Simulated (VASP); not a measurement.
# Ni (Pm-3m) in VASP: a series of runs

The runs below take Ni through single point, with revPBE.

All numbers are computed with VASP 6.6.1; they aren't measurements. Logs are shortened: lines on timing, memory, paths and dates and some standing lists are left out, and cuts for length are marked.

## (1) The cell of the first run

It takes space group Pm-3m (No. 221, cubic). Conventional cell: a = 2.283 Å, b = 2.283 Å, c = 2.283 Å, α = 90.00°, β = 90.00°, γ = 90.00°. Ni (site symmetry m-3m) has 6 Ni at 2.28 Å within 3.0 Å.

This isn't the form of Ni at room conditions, which is fcc.

## (2) Single point, revPBE, collinear spin, ferromagnetic start (11.89 Å³/atom)

Input file INCAR:

```
SYSTEM = Ni
  PREC = Accurate
  ENCUT = 520
  EDIFF = 1E-6
  ISMEAR = -1
  SIGMA = 0.05
  LREAL = .FALSE.
  LASPH = .TRUE.
  NELM = 150
  ALGO = Normal
  ISIF = 2
  LWAVE = .FALSE.
  LCHARG = .FALSE.
  ISPIN = 2
  MAGMOM = 0.634
  LORBIT = 11
  LMAXMIX = 4
  GGA = RE
  NBANDS = 15
```

Input file KPOINTS:

```
Automatic mesh
0
G
  15 15 15
  0 0 0
```

Input file POSCAR:

```
Ni
1.0
    2.2827216342      0.0000000000      0.0000000000
    0.0000000000      2.2827216342      0.0000000000
    0.0000000000      0.0000000000      2.2827216342
Ni
1
Direct
    0.0000000000      0.0000000000      0.0000000000
```

Potentials or basis: VASP PAW PBE potentials, release 64 (Ni).

On the command line:

```console
$ cat potpaw_PBE.64/Ni/POTCAR > POTCAR
$ mpirun -np 1 vasp_std > vasp.out
```

OUTCAR:

```text
SYSTEM = Ni
   PREC = Accurate
   ENCUT = 520
   EDIFF = 1E-6
   ISMEAR = -1
   LREAL = .FALSE.
   LASPH = .TRUE.
   NELM = 150
   ISIF = 2
   ISPIN = 2
   LORBIT = 11
   GGA = RE

 ion  position               nearest neighbor table
   1  0.000  0.000  0.000-

  LATTYP: Found a simple cubic cell.
 ALAT       =     2.2827216342

  Lattice vectors:

 A1 = (   2.2827216342,   0.0000000000,   0.0000000000)
 A2 = (   0.0000000000,   2.2827216342,   0.0000000000)
 A3 = (   0.0000000000,   0.0000000000,   2.2827216342)

Analysis of symmetry for initial positions (statically):
=====================================================================
 Subroutine PRICEL returns:
 Original cell was already a primitive cell.

 Routine SETGRP: Setting up the symmetry group for a
 simple cubic supercell.

 Subroutine GETGRP returns: Found 48 space group operations
 (whereof 48 operations were pure point group operations)
 out of a pool of 48 trial point group operations.

The static configuration has the point symmetry O_h .

Analysis of symmetry for dynamics (positions and initial velocities):
=====================================================================
 Subroutine PRICEL returns:
 Original cell was already a primitive cell.

 Routine SETGRP: Setting up the symmetry group for a
 simple cubic supercell.

 Subroutine GETGRP returns: Found 48 space group operations
 (whereof 48 operations were pure point group operations)
 out of a pool of 48 trial point group operations.

The dynamic configuration has the point symmetry O_h .

Analysis of structural, dynamic, and magnetic symmetry:
=====================================================================
 Subroutine PRICEL returns:
 Original cell was already a primitive cell.

 Routine SETGRP: Setting up the symmetry group for a
 simple cubic supercell.

 Subroutine GETGRP returns: Found 48 space group operations
 (whereof 48 operations were pure point group operations)
 out of a pool of 48 trial point group operations.

The overall configuration has the point symmetry O_h .

 Subroutine INISYM returns: Found 48 space group operations
 (whereof 48 operations are pure point group operations),
 and found     1 'primitive' translations

----------------------------------------------------------------------------------------

                                     Primitive cell

  volume of cell :      11.8948

  direct lattice vectors                    reciprocal lattice vectors
     2.282721634  0.000000000  0.000000000     0.438073563  0.000000000  0.000000000
     0.000000000  2.282721634  0.000000000     0.000000000  0.438073563  0.000000000
     0.000000000  0.000000000  2.282721634     0.000000000  0.000000000  0.438073563

  length of vectors
     2.282721634  2.282721634  2.282721634     0.438073563  0.438073563  0.438073563

  position of ions in fractional coordinates (direct lattice)
     0.000000000  0.000000000  0.000000000

  ion indices of the primitive-cell ions
   primitive index   ion index
                 1           1

----------------------------------------------------------------------------------------

 KPOINTS: Automatic mesh

Automatic generation of k-mesh.
 Grid dimensions read from file:
 generate k-points for:   15   15   15

 Generating k-lattice:

  Cartesian coordinates                     Fractional coordinates (reciprocal lattice)
     0.029204904  0.000000000  0.000000000     0.066666667  0.000000000  0.000000000
     0.000000000  0.029204904  0.000000000     0.000000000  0.066666667  0.000000000
     0.000000000  0.000000000  0.029204904     0.000000000  0.000000000  0.066666667

  Length of vectors
     0.029204904  0.029204904  0.029204904

  Shift w.r.t. Gamma in fractional coordinates (k-lattice)
     0.000000000  0.000000000  0.000000000

 Subroutine IBZKPT returns following result:
 ===========================================

 Found    120 irreducible k-points:

 Following reciprocal coordinates:
            Coordinates               Weight
  0.000000  0.000000  0.000000      1.000000
  0.066667  0.000000  0.000000      6.000000
  0.133333  0.000000  0.000000      6.000000
  0.200000  0.000000  0.000000      6.000000
  0.266667  0.000000  0.000000      6.000000
  0.333333  0.000000  0.000000      6.000000
[... 16 lines left out ...]
  0.266667  0.200000  0.000000     24.000000
  0.333333  0.200000  0.000000     24.000000
 [... further k-points ...]
   k-points           NKPTS =    120   k-points in BZ     NKDIM =    120   number of bands    NBANDS=     15
   number of dos      NEDOS =    301   number of ions     NIONS =      1
   total plane-waves  NPLWV =   5832
   dimension x,y,z NGX =    18 NGY =   18 NGZ =   18
   dimension x,y,z NGXF=    36 NGYF=   36 NGZF=   36
   ions per type =               1
   NGX,Y,Z   is equivalent  to a cutoff of  13.11, 13.11, 13.11 a.u.
   NGXF,Y,Z  is equivalent  to a cutoff of  26.22, 26.22, 26.22 a.u.
 SYSTEM =  Ni
   PREC   = accura    normal or accurate (medium, high low for compatibility)
   ISTART =      0    job   : 0-new  1-cont  2-samecut
   ICHARG =      2    charge: 1-file 2-atom 10-const
   ISPIN  =      2    spin polarized calculation?
   LNONCOLLINEAR =      F non collinear calculations
   LSORBIT =      F    spin-orbit coupling
   LASPH  =      T    aspherical Exc in radial PAW
   ENCUT  =  520.0 eV  38.22 Ry    6.18 a.u.   4.24  4.24  4.24*2*pi/ulx,y,z
   NELM   =    150;   NELMIN=  2; NELMDL= -5     # of ELM steps
   EDIFF  = 0.1E-05   stopping-criterion for ELM
   LREAL  =      F    real-space projection
   EDIFFG = 0.1E-04   stopping-criterion for IOM
   NSW    =      0    number of steps for IOM
   IBRION =     -1    ionic relax: 0-MD 1-quasi-New 2-CG
   NFREE  =      0    steps in history (QN), initial steepest desc. (CG)
   ISIF   =      2    stress and relaxation
   ISYM   =      2    0-nonsym 1-usesym 2-fastsym
   POTIM  = 0.5000    time-step for ionic-motion
   TEBEG  =    0.0;   TEEND  =   0.0 temperature during run
   PSTRESS=    0.0 pullay stress
   NELECT =      10.0000    total number of electrons
   NUPDOWN=      -1.0000    fix difference up-down
   EMIN   =  10.00;   EMAX   =-10.00  energy-range for DOS
   EFERMI =   0.00;   METHOD = LEGACY
   ISMEAR =    -1;   SIGMA  =   0.05  broadening in eV -4-tet -1-fermi 0-gaus
   EFERMI_NEDOS =   21; number of points for ismear=-14 and -15
   IALGO  =     38    algorithm
   IMIX   =      4    mixing-type and parameters
     AMIX     =   0.40;   BMIX     =  1.00
     AMIX_MAG =   1.60;   BMIX_MAG =  1.00
  volume/ion in A,a.u.               =      11.89        80.27
  Fermi-wavevector in a.u.,A,eV,Ry     =   1.545095  2.919806 32.481444  2.387319
  Thomas-Fermi vector in A             =   2.650523
   LORBIT       =     11    0 simple, 1 ext, 2 COOP (PROOUT), +10 PAW based schemes
   GGA     = RE    functional components
   LHFCALC =     F    Hartree Fock is set to
   AEXX    =    0.0000 exact exchange contribution
   IVDW    =     0    specifies the selected vdW correction
   LEPSILON=     F    determine dielectric tensor
   LRPA    =     F    only Hartree local field effects (RPA)
 spin polarized calculation
  energy-cutoff  :      520.00
  volume of cell :       11.89
 maximum number of plane-waves:       341
 NGX is ok and might be reduce to    18
   NGX =  9   NGY =  9   NGZ =  9

 number of electron      10.0000000 magnetization       0.6340000

 number of electron       9.9999998 magnetization       0.4388474

 Free energy of the ion-electron system (eV)
  ---------------------------------------------------
  ext. energy  EPLUGINS =         0.00000000
  ---------------------------------------------------
  free energy    TOTEN  =        -4.35107027 eV

  energy without entropy =       -4.33580289  energy(sigma->0) =       -4.34343658

 E-fermi :   8.2942     XC(G=0): -12.5476

 val. band max:        8.2940806851   @ k =   0.4667   0.4000   0.0000
 cond. band min:       8.2998929954   @ k =   0.4667   0.2000   0.0000
 fundamental gap:      0.0058123103
 Fermi energy:         8.2942119459

 spin component 1

 k-point     1 :       0.0000    0.0000    0.0000
  band No.  band energies     occupation
      1      -0.0391      1.00000
      2       4.5311      1.00000
      3       4.5311      1.00000
      4       7.9947      0.99751
      5       7.9947      0.99751
      6       7.9947      0.99751
      7      28.4494      0.00000
      8      28.4494      0.00000
      9      28.4494      0.00000
     10      32.3694      0.00000
     11      32.3694      0.00000
     12      36.7820      0.00000
     13      51.1336      0.00000
     14      51.1336      0.00000
     15      51.1336      0.00000
[... 397 lines left out ...]
 k-point    24 :       0.3333    0.2000    0.0000
  band No.  band energies     occupation
      1       3.6995      1.00000
      2       5.1766      1.00000
      3       5.9733      1.00000
      4       7.2014      1.00000
      5       7.5124      1.00000
      6       7.7004      0.99999
      7      16.6264      0.00000
      8      24.3697      0.00000
      9      33.2439      0.00000
     10      34.1671      0.00000
     11      35.0393      0.00000
     12      43.2565      0.00000
     13      44.1445      0.00000
     14      45.9632      0.00000
     15      50.9951      0.00000

 [... further k-points ...]

 spin component 2

 k-point     1 :       0.0000    0.0000    0.0000
  band No.  band energies     occupation
      1      -0.0289      1.00000
      2       4.8495      1.00000
      3       4.8495      1.00000
      4       8.5705      0.00397
      5       8.5705      0.00397
      6       8.5705      0.00397
      7      28.5095      0.00000
      8      28.5095      0.00000
      9      28.5095      0.00000
     10      32.4176      0.00000
     11      32.4176      0.00000
     12      36.7763      0.00000
     13      51.1485      0.00000
     14      51.1485      0.00000
     15      51.1485      0.00000
[... 397 lines left out ...]
 k-point    24 :       0.3333    0.2000    0.0000
  band No.  band energies     occupation
      1       3.7973      1.00000
      2       5.5090      1.00000
      3       6.3108      1.00000
      4       7.7479      0.99998
      5       7.9029      0.99960
      6       8.2655      0.63978
      7      16.7498      0.00000
      8      24.4516      0.00000
      9      33.3071      0.00000
     10      34.2570      0.00000
     11      35.0258      0.00000
     12      43.2753      0.00000
     13      44.2152      0.00000
     14      45.9757      0.00000
     15      51.0548      0.00000

 [... further k-points ...]

------------------------ aborting loop because EDIFF is reached ----------------------------------------

  FORCE on cell =-STRESS in cart. coord.  units (eV):
  Direction    XX          YY          ZZ          XY          YZ          ZX
  --------------------------------------------------------------------------------------
  -------------------------------------------------------------------------------------
  Total        0.9709764      0.9709764      0.9709764     -0.0000000     -0.0000000     -0.0000000
  in kB      130.7857432    130.7857432    130.7857432     -0.0000000     -0.0000000     -0.0000000
  external PRESSURE =     130.7857432 kB  Pullay stress =       0.0000000 kB

 VOLUME and BASIS-vectors are now :
 -----------------------------------------------------------------------------
  energy-cutoff  :      520.00
  volume of cell :       11.89
      direct lattice vectors                 reciprocal lattice vectors
     2.282721634  0.000000000  0.000000000     0.438073563  0.000000000  0.000000000
     0.000000000  2.282721634  0.000000000     0.000000000  0.438073563  0.000000000
     0.000000000  0.000000000  2.282721634     0.000000000  0.000000000  0.438073563

 POSITION                                       TOTAL-FORCE (eV/Angst)
 -----------------------------------------------------------------------------------
      0.00000      0.00000      0.00000         0.000000      0.000000      0.000000
 -----------------------------------------------------------------------------------
    total drift:                               -0.000000      0.000000      0.000000

  FREE ENERGIE OF THE ION-ELECTRON SYSTEM (eV)
  ---------------------------------------------------
  free  energy   TOTEN  =        -4.3510702749 eV

  energy  without entropy=       -4.3358028930  energy(sigma->0) =       -4.34343658

 total charge

# of ion       s       p       d       tot
------------------------------------------
    1        0.529   0.425   8.380   9.334

 magnetization (x)

# of ion       s       p       d       tot
------------------------------------------
    1        0.001  -0.003   0.444   0.442
```

Run time: 54 s. Hardware: 1 thread of Intel Xeon 8259CL, shared host; peak memory 0.15 GiB.

Results:

- Free energy: -4.3511 eV
- Pressure: 13.1 GPa
- Net moment: 0.44 μB per cell
- Site moments: Ni +0.44 μB
- Valence electrons inside the program's atomic spheres: Ni 9.33

Caveat: the cell stands under pressure; the PAW data sets were made with another functional, which shifts forces and pressure a little.

## (3) Single point, revPBE, collinear spin, ferromagnetic start (12.41 Å³/atom)

This run uses another cell than the first one, of 12.41 Å³/atom.

Input file INCAR:

```
  ALGO = Normal
  EDIFF = 1E-6
  ENCUT = 520
  GGA = RE
  ISIF = 2
  ISMEAR = -1
  ISPIN = 2
  LASPH = T
  LCHARG = T
  LELF = T
  LMAXMIX = 4
  LORBIT = 11
  LREAL = F
  LVHAR = T
  LWAVE = F
  MAGMOM = 0.634
  NBANDS = 15
  NELM = 150
  PREC = Accurate
  SIGMA = 0.05
```

Input file KPOINTS:

```
k-points
0
Gamma
  15 15 15
```

Input file POSCAR:

```
Ni
1.0
    2.3153363497      0.0000000000      0.0000000000
    0.0000000000      2.3153363497      0.0000000000
    0.0000000000      0.0000000000      2.3153363497
Ni
1
Direct
    0.0000000000      0.0000000000      0.0000000000
```

Potentials or basis: VASP PAW PBE potentials, release 64 (Ni).

On the command line:

```console
$ cat potpaw_PBE.64/Ni/POTCAR > POTCAR
$ mpirun -np 1 vasp_std > vasp.out
```

OUTCAR:

```text
EDIFF = 1E-6
   ENCUT = 520
   GGA = RE
   ISIF = 2
   ISMEAR = -1
   ISPIN = 2
   LASPH = T
   LORBIT = 11
   LREAL = F
   NELM = 150
   PREC = Accurate

 ion  position               nearest neighbor table
   1  0.000  0.000  0.000-

  LATTYP: Found a simple cubic cell.
 ALAT       =     2.3153363497

  Lattice vectors:

 A1 = (   2.3153363497,   0.0000000000,   0.0000000000)
 A2 = (   0.0000000000,   2.3153363497,   0.0000000000)
 A3 = (   0.0000000000,   0.0000000000,   2.3153363497)

Analysis of symmetry for initial positions (statically):
=====================================================================
 Subroutine PRICEL returns:
 Original cell was already a primitive cell.

 Routine SETGRP: Setting up the symmetry group for a
 simple cubic supercell.

 Subroutine GETGRP returns: Found 48 space group operations
 (whereof 48 operations were pure point group operations)
 out of a pool of 48 trial point group operations.

The static configuration has the point symmetry O_h .

Analysis of symmetry for dynamics (positions and initial velocities):
=====================================================================
 Subroutine PRICEL returns:
 Original cell was already a primitive cell.

 Routine SETGRP: Setting up the symmetry group for a
 simple cubic supercell.

 Subroutine GETGRP returns: Found 48 space group operations
 (whereof 48 operations were pure point group operations)
 out of a pool of 48 trial point group operations.

The dynamic configuration has the point symmetry O_h .

Analysis of structural, dynamic, and magnetic symmetry:
=====================================================================
 Subroutine PRICEL returns:
 Original cell was already a primitive cell.

 Routine SETGRP: Setting up the symmetry group for a
 simple cubic supercell.

 Subroutine GETGRP returns: Found 48 space group operations
 (whereof 48 operations were pure point group operations)
 out of a pool of 48 trial point group operations.

The overall configuration has the point symmetry O_h .

[... 158 lines left out ...]
      4       7.3980      0.99922
      5       7.3980      0.99922
      6       7.3980      0.99922
      7      27.3811      0.00000
      8      27.3811      0.00000
      9      27.3811      0.00000
     10      31.1878      0.00000
     11      31.1878      0.00000
     12      35.4166      0.00000
     13      49.6919      0.00000
     14      49.6919      0.00000
[... 403 lines left out ...]
      4       6.6580      1.00000
      5       6.9606      1.00000
      6       7.1235      1.00000
      7      15.8018      0.00000
      8      23.3717      0.00000
      9      32.0237      0.00000
     10      32.9065      0.00000
     11      33.8789      0.00000
     12      41.8512      0.00000
     13      42.6669      0.00000
     14      44.5136      0.00000
     15      49.3757      0.00000

 [... further k-points ...]

 spin component 2

 k-point     1 :       0.0000    0.0000    0.0000
  band No.  band energies     occupation
      1      -0.3022      1.00000
      2       4.5324      1.00000
      3       4.5324      1.00000
      4       8.0327      0.00390
      5       8.0327      0.00390
      6       8.0327      0.00390
      7      27.4413      0.00000
      8      27.4413      0.00000
      9      27.4413      0.00000
     10      31.2465      0.00000
     11      31.2465      0.00000
     12      35.4096      0.00000
     13      49.7008      0.00000
     14      49.7008      0.00000
[... 403 lines left out ...]
      4       7.2610      0.99995
      5       7.4007      0.99917
      6       7.7466      0.54431
      7      15.9415      0.00000
      8      23.4603      0.00000
      9      32.0912      0.00000
     10      33.0004      0.00000
     11      33.8607      0.00000
     12      41.8718      0.00000
     13      42.7381      0.00000
     14      44.5214      0.00000
     15      49.4348      0.00000

 [... further k-points ...]

------------------------ aborting loop because EDIFF is reached ----------------------------------------

  FORCE on cell =-STRESS in cart. coord.  units (eV):
  Direction    XX          YY          ZZ          XY          YZ          ZX
  --------------------------------------------------------------------------------------
  -------------------------------------------------------------------------------------
  Total        0.4476684      0.4476684      0.4476684     -0.0000000      0.0000000      0.0000000
  in kB       57.7862816     57.7862816     57.7862816     -0.0000000      0.0000000      0.0000000
  external PRESSURE =      57.7862816 kB  Pullay stress =       0.0000000 kB

 VOLUME and BASIS-vectors are now :
 -----------------------------------------------------------------------------
  energy-cutoff  :      520.00
  volume of cell :       12.41
      direct lattice vectors                 reciprocal lattice vectors
     2.315336350  0.000000000  0.000000000     0.431902691  0.000000000  0.000000000
     0.000000000  2.315336350  0.000000000     0.000000000  0.431902691  0.000000000
     0.000000000  0.000000000  2.315336350     0.000000000  0.000000000  0.431902691

 POSITION                                       TOTAL-FORCE (eV/Angst)
 -----------------------------------------------------------------------------------
      0.00000      0.00000      0.00000         0.000000      0.000000      0.000000
 -----------------------------------------------------------------------------------
    total drift:                                0.000000      0.000000      0.000000

  FREE ENERGIE OF THE ION-ELECTRON SYSTEM (eV)
  ---------------------------------------------------
  free  energy   TOTEN  =        -4.3811001447 eV

  energy  without entropy=       -4.3644903186  energy(sigma->0) =       -4.37279523

 total charge

# of ion       s       p       d       tot
------------------------------------------
    1        0.512   0.395   8.359   9.266

 magnetization (x)

# of ion       s       p       d       tot
------------------------------------------
    1       -0.000  -0.003   0.507   0.504
```

Wall time 59 s (1 thread of Intel Xeon 8259CL, shared host); peak memory 0.15 GiB.

Results:

```yaml
Free_energy: -4.3811 eV
Pressure: 5.8 GPa
Net_moment: 0.50 μB per cell
Site_moments: Ni +0.50 μB
Valence_electrons_inside_the_program's_atomic_spheres: Ni 9.27
```

Caveat: the cell stands under pressure; the PAW data sets were made with another functional, which shifts forces and pressure a little.

(Continued in part 2 of 2.)
